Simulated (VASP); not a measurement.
# KMgF3 (Pm-3m) in VASP: a series of runs

KMgF3 is run at these levels: PBE; tasks: single point.

Program: VASP 6.6.1. These are calculated values, not measurements. Logs are shortened: lines on timing, memory, paths and dates and some standing lists are left out, and cuts for length are marked.

**1. The cell of the first run**

The structure is cubic, space group Pm-3m (No. 221). Conventional cell: a = 3.848 Å, b = 3.848 Å, c = 3.848 Å, α = 90.00°, β = 90.00°, γ = 90.00°. Within 3.6 Å of K (site symmetry m-3m) lie 12 F at 2.72 Å and 8 Mg at 3.33 Å. Mg (site symmetry m-3m) has 6 F at 1.92 Å within 2.6 Å. F (site symmetry 4/mmm) has 2 Mg at 1.92 Å within 2.6 Å.

**2. Single point, PBE**

The input, INCAR:

```
ALGO     = Normal         # electronic algorithm
EDIFF    = 1E-7           # SCF threshold, eV
ENCUT    = 520            # plane-wave cutoff, eV
GGA      = PE             # functional
ISIF     = 2              # what is computed and relaxed
ISMEAR   = 0              # smearing method
LASPH    = T              # aspherical terms in the spheres
LCHARG   = F              # write CHGCAR
LREAL    = F              # projectors in reciprocal space
LWAVE    = F              # write WAVECAR
NBANDS   = 24             # bands
NELM     = 80             # most SCF steps
PREC     = Accurate       # precision mode
SIGMA    = 0.01           # smearing width, eV
```

The input, KPOINTS:

```
k-points
0
Gamma
  5 5 5
```

The input, POSCAR:

```
KMgF3
1.0
    3.8483441381      0.0000000000      0.0000000000
    0.0000000000      3.8483441381      0.0000000000
    0.0000000000      0.0000000000      3.8483441381
K Mg F
1 1 3
Direct
    0.5000000000      0.5000000000      0.5000000000
    0.0000000000      0.0000000000      0.0000000000
    0.5000000000      0.0000000000      0.0000000000
    0.0000000000      0.5000000000      0.0000000000
    0.0000000000      0.0000000000      0.5000000000
```

Potentials or basis: VASP PAW PBE potentials, release 64 (K_sv, Mg, F).

Launch:

```bash
$ cat potpaw_PBE.64/K_sv/POTCAR potpaw_PBE.64/Mg/POTCAR potpaw_PBE.64/F/POTCAR > POTCAR
$ mpirun -np 1 vasp_std > vasp.out
```

OUTCAR:

```text
EDIFF = 1E-7
   ENCUT = 520
   GGA = PE
   ISIF = 2
   ISMEAR = 0
   LASPH = T
   LREAL = F
   NELM = 80
   PREC = Accurate

 ion  position               nearest neighbor table
   1  0.500  0.500  0.500-   3 2.72   4 2.72   5 2.72   3 2.72   4 2.72   3 2.72   5 2.72   3 2.72
                             4 2.72   5 2.72   4 2.72   5 2.72   2 3.33   2 3.33   2 3.33   2 3.33
   2  0.000  0.000  0.000-   3 1.92   4 1.92   5 1.92   5 1.92   4 1.92   3 1.92   1 3.33   1 3.33
                             1 3.33   1 3.33   1 3.33   1 3.33   1 3.33   1 3.33
   3  0.500  0.000  0.000-   2 1.92   2 1.92   1 2.72   1 2.72   1 2.72   1 2.72
   4  0.000  0.500  0.000-   2 1.92   2 1.92   1 2.72   1 2.72   1 2.72   1 2.72
   5  0.000  0.000  0.500-   2 1.92   2 1.92   1 2.72   1 2.72   1 2.72   1 2.72

  LATTYP: Found a simple cubic cell.
 ALAT       =     3.8483441381

  Lattice vectors:

 A1 = (   3.8483441381,   0.0000000000,   0.0000000000)
 A2 = (   0.0000000000,   3.8483441381,   0.0000000000)
 A3 = (   0.0000000000,   0.0000000000,   3.8483441381)

Analysis of symmetry for initial positions (statically):
=====================================================================
 Subroutine PRICEL returns:
 Original cell was already a primitive cell.

 Routine SETGRP: Setting up the symmetry group for a
 simple cubic supercell.

 Subroutine GETGRP returns: Found 48 space group operations
 (whereof 48 operations were pure point group operations)
 out of a pool of 48 trial point group operations.

The static configuration has the point symmetry O_h .

Analysis of symmetry for dynamics (positions and initial velocities):
=====================================================================
 Subroutine PRICEL returns:
 Original cell was already a primitive cell.

 Routine SETGRP: Setting up the symmetry group for a
 simple cubic supercell.

 Subroutine GETGRP returns: Found 48 space group operations
 (whereof 48 operations were pure point group operations)
 out of a pool of 48 trial point group operations.

The dynamic configuration has the point symmetry O_h .

 Subroutine INISYM returns: Found 48 space group operations
 (whereof 48 operations are pure point group operations),
 and found     1 'primitive' translations

----------------------------------------------------------------------------------------

                                     Primitive cell

  volume of cell :      56.9930

  direct lattice vectors                    reciprocal lattice vectors
     3.848344138  0.000000000  0.000000000     0.259852021  0.000000000  0.000000000
     0.000000000  3.848344138  0.000000000     0.000000000  0.259852021  0.000000000
     0.000000000  0.000000000  3.848344138     0.000000000  0.000000000  0.259852021

  length of vectors
     3.848344138  3.848344138  3.848344138     0.259852021  0.259852021  0.259852021

  position of ions in fractional coordinates (direct lattice)
     0.500000000  0.500000000  0.500000000
     0.000000000  0.000000000  0.000000000
     0.500000000  0.000000000  0.000000000
     0.000000000  0.500000000  0.000000000
     0.000000000  0.000000000  0.500000000

  ion indices of the primitive-cell ions
   primitive index   ion index
                 1           1
                 2           2
                 3           3
                 4           4
                 5           5

----------------------------------------------------------------------------------------

 KPOINTS: k-points

Automatic generation of k-mesh.
 Grid dimensions read from file:
 generate k-points for:    5    5    5

 Generating k-lattice:

  Cartesian coordinates                     Fractional coordinates (reciprocal lattice)
     0.051970404  0.000000000  0.000000000     0.200000000  0.000000000  0.000000000
     0.000000000  0.051970404  0.000000000     0.000000000  0.200000000  0.000000000
     0.000000000  0.000000000  0.051970404     0.000000000  0.000000000  0.200000000

  Length of vectors
     0.051970404  0.051970404  0.051970404

  Shift w.r.t. Gamma in fractional coordinates (k-lattice)
     0.000000000  0.000000000  0.000000000

 Subroutine IBZKPT returns following result:
 ===========================================

 Found     10 irreducible k-points:

 Following reciprocal coordinates:
            Coordinates               Weight
  0.000000  0.000000  0.000000      1.000000
  0.200000  0.000000  0.000000      6.000000
  0.400000  0.000000  0.000000      6.000000
  0.200000  0.200000  0.000000     12.000000
  0.400000  0.200000  0.000000     24.000000
  0.400000  0.400000  0.000000     12.000000
  0.200000  0.200000  0.200000      8.000000
  0.400000  0.200000  0.200000     24.000000
  0.400000  0.400000  0.200000     24.000000
  0.400000  0.400000  0.400000      8.000000
   k-points           NKPTS =     10   k-points in BZ     NKDIM =     10   number of bands    NBANDS=     24
   number of dos      NEDOS =    301   number of ions     NIONS =      5
   total plane-waves  NPLWV =  27000
   dimension x,y,z NGX =    30 NGY =   30 NGZ =   30
   dimension x,y,z NGXF=    60 NGYF=   60 NGZF=   60
   ions per type =               1   1   3
   NGX,Y,Z   is equivalent  to a cutoff of  12.96, 12.96, 12.96 a.u.
   NGXF,Y,Z  is equivalent  to a cutoff of  25.92, 25.92, 25.92 a.u.
 SYSTEM =  unknown system
   PREC   = accura    normal or accurate (medium, high low for compatibility)
   ISTART =      0    job   : 0-new  1-cont  2-samecut
   ICHARG =      2    charge: 1-file 2-atom 10-const
   ISPIN  =      1    spin polarized calculation?
   LNONCOLLINEAR =      F non collinear calculations
   LSORBIT =      F    spin-orbit coupling
   LASPH  =      T    aspherical Exc in radial PAW
   ENCUT  =  520.0 eV  38.22 Ry    6.18 a.u.   7.16  7.16  7.16*2*pi/ulx,y,z
   NELM   =     80;   NELMIN=  2; NELMDL= -5     # of ELM steps
   EDIFF  = 0.1E-06   stopping-criterion for ELM
   LREAL  =      F    real-space projection
   EDIFFG = 0.1E-05   stopping-criterion for IOM
   NSW    =      0    number of steps for IOM
   IBRION =     -1    ionic relax: 0-MD 1-quasi-New 2-CG
   NFREE  =      0    steps in history (QN), initial steepest desc. (CG)
   ISIF   =      2    stress and relaxation
   ISYM   =      2    0-nonsym 1-usesym 2-fastsym
   POTIM  = 0.5000    time-step for ionic-motion
   TEBEG  =    0.0;   TEEND  =   0.0 temperature during run
   PSTRESS=    0.0 pullay stress
   NELECT =      32.0000    total number of electrons
   NUPDOWN=      -1.0000    fix difference up-down
   EMIN   =  10.00;   EMAX   =-10.00  energy-range for DOS
   EFERMI =   0.00;   METHOD = LEGACY
   ISMEAR =     0;   SIGMA  =   0.01  broadening in eV -4-tet -1-fermi 0-gaus
   EFERMI_NEDOS =   21; number of points for ismear=-14 and -15
   IALGO  =     38    algorithm
   IMIX   =      4    mixing-type and parameters
     AMIX     =   0.40;   BMIX     =  1.00
     AMIX_MAG =   1.60;   BMIX_MAG =  1.00
  volume/ion in A,a.u.               =      11.40        76.92
  Fermi-wavevector in a.u.,A,eV,Ry     =   1.350572  2.552210 24.817618  1.824043
  Thomas-Fermi vector in A             =   2.478065
   LORBIT       =      0    0 simple, 1 ext, 2 COOP (PROOUT), +10 PAW based schemes
   GGA     = PE    functional components
   LHFCALC =     F    Hartree Fock is set to
   AEXX    =    0.0000 exact exchange contribution
   IVDW    =     0    specifies the selected vdW correction
   LEPSILON=     F    determine dielectric tensor
   LRPA    =     F    only Hartree local field effects (RPA)
 non-spin polarized calculation
 Gauss-broadening in eV      SIGMA  =   0.01
  energy-cutoff  :      520.00
  volume of cell :       56.99
 maximum number of plane-waves:      1551
 NGX is ok and might be reduce to    30
   NGX = 15   NGY = 15   NGZ = 15

 number of electron      32.0000040 magnetization

 Free energy of the ion-electron system (eV)
  ---------------------------------------------------
  ext. energy  EPLUGINS =         0.00000000
  ---------------------------------------------------
  free energy    TOTEN  =       -24.07143686 eV

  energy without entropy =      -24.07143686  energy(sigma->0) =      -24.07143686

 E-fermi :  -1.0204     XC(G=0): -10.2198

 val. band max:       -1.1021728759   @ k =   0.4000   0.4000   0.4000
 cond. band min:       7.1275731679   @ k =   0.0000   0.0000   0.0000
 fundamental gap:      8.2297460438
 Fermi energy:        -1.0204152681

 k-point     1 :       0.0000    0.0000    0.0000
  band No.  band energies     occupation
      1     -26.4945      2.00000
      2     -21.4400      2.00000
      3     -20.6421      2.00000
      4     -20.6421      2.00000
      5     -10.0013      2.00000
      6     -10.0013      2.00000
[... 16 lines left out ...]
     23      14.2877      0.00000
     24      17.2378      0.00000

 k-point     2 :       0.2000    0.0000    0.0000
  band No.  band energies     occupation
      1     -26.4762      2.00000
      2     -21.3955      2.00000
      3     -20.7073      2.00000
      4     -20.6372      2.00000
      5      -9.9803      2.00000
      6      -9.9709      2.00000
[... 16 lines left out ...]
     23      14.2582      0.00000
     24      17.0780      0.00000

 k-point     3 :       0.4000    0.0000    0.0000
  band No.  band energies     occupation
      1     -26.4463      2.00000
      2     -21.3053      2.00000
      3     -20.8325      2.00000
      4     -20.6311      2.00000
      5      -9.9467      2.00000
      6      -9.9205      2.00000
[... 16 lines left out ...]
     23      14.0318      0.00000
     24      16.0416      0.00000
[... 136 lines left out ...]
 k-point     9 :       0.4000    0.4000    0.2000
  band No.  band energies     occupation
      1     -26.4041      2.00000
      2     -21.0351      2.00000
      3     -20.8643      2.00000
      4     -20.8041      2.00000
      5     -10.1326      2.00000
      6     -10.1142      2.00000
[... 16 lines left out ...]
     23      14.7273      0.00000
     24      14.7533      0.00000

 k-point    10 :       0.4000    0.4000    0.4000
  band No.  band energies     occupation
      1     -26.3902      2.00000
      2     -20.9419      2.00000
      3     -20.8477      2.00000
      4     -20.8477      2.00000
      5     -10.2229      2.00000
      6     -10.2229      2.00000
[... 16 lines left out ...]
     23      15.3399      0.00000
     24      15.6314      0.00000

------------------------ aborting loop because EDIFF is reached ----------------------------------------

  FORCE on cell =-STRESS in cart. coord.  units (eV):
  Direction    XX          YY          ZZ          XY          YZ          ZX
  --------------------------------------------------------------------------------------
  -------------------------------------------------------------------------------------
  Total        5.0810978      5.0810978      5.0810978      0.0000000     -0.0000000      0.0000000
  in kB      142.8388797    142.8388797    142.8388797      0.0000000     -0.0000000      0.0000000
  external PRESSURE =     142.8388797 kB  Pullay stress =       0.0000000 kB

 VOLUME and BASIS-vectors are now :
 -----------------------------------------------------------------------------
  energy-cutoff  :      520.00
  volume of cell :       56.99
      direct lattice vectors                 reciprocal lattice vectors
     3.848344138  0.000000000  0.000000000     0.259852021  0.000000000  0.000000000
     0.000000000  3.848344138  0.000000000     0.000000000  0.259852021  0.000000000
     0.000000000  0.000000000  3.848344138     0.000000000  0.000000000  0.259852021

 POSITION                                       TOTAL-FORCE (eV/Angst)
 -----------------------------------------------------------------------------------
      1.92417      1.92417      1.92417         0.000000      0.000000      0.000000
      0.00000      0.00000      0.00000         0.000000      0.000000      0.000000
      1.92417      0.00000      0.00000         0.000000      0.000000      0.000000
      0.00000      1.92417      0.00000         0.000000      0.000000      0.000000
      0.00000      0.00000      1.92417         0.000000      0.000000      0.000000
 -----------------------------------------------------------------------------------
    total drift:                                0.000000     -0.000000      0.000000

  FREE ENERGIE OF THE ION-ELECTRON SYSTEM (eV)
  ---------------------------------------------------
  free  energy   TOTEN  =       -24.0714368603 eV

  energy  without entropy=      -24.0714368603  energy(sigma->0) =      -24.07143686
```

Wall time 24 s (1 thread of Intel Xeon 8259CL, shared host); peak memory 0.17 GiB.

Results:

* Free energy: -24.0714 eV
* Pressure: 14.3 GPa
* Band gap on the k mesh: 8.23 eV (least direct gap 8.47 eV)

Caveat: the cell stands under pressure; an odd mesh through Γ misses points on the zone boundary, where band edges can lie.

[end of part 1 of 2]
